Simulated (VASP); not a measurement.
A run of VASP 6.6.1:

Contents of INCAR:

```
SYSTEM = Sn
PREC = Accurate
ENCUT = 520
EDIFF = 1E-6
ISMEAR = -1
SIGMA = 0.03
LREAL = .False.
LASPH = .True.
NELM = 80
ALGO = Normal
ISIF = 2
LWAVE = .False.
LCHARG = .False.
GGA = CA
NBANDS = 21
```

The input KPOINTS:

```
Automatic mesh
0
Gamma
  9 9 9
  0 0 0
```

POSCAR

```
Sn
1.0
    0.0649120000      3.2780560000      3.2780560000
    3.2780560000      0.0649120000      3.2780560000
    3.2780560000      3.2780560000      0.0649120000
Sn
2
Direct
    0.5000000000      0.5000000000      0.5000000000
    0.7500000000      0.7500000000      0.7500000000
```

Potentials or basis: VASP PAW LDA potentials, release 64 (Sn_d).

The run is started by

```console
$ cat potpaw_LDA.64/Sn_d/POTCAR > POTCAR
$ mpirun -np 1 vasp_std > vasp.out
```

Hardware: 1 thread of Intel(R) Xeon(R) Platinum 8488C (Sapphire Rapids), with other jobs on the host.

Task: Estimate the wall time of this run.

Result: It took 59 s on 1 thread of Intel(R) Xeon(R) Platinum 8488C (Sapphire Rapids) (shared host), peak memory 0.23 GiB. Counts: scf iterations 11, k points 85.
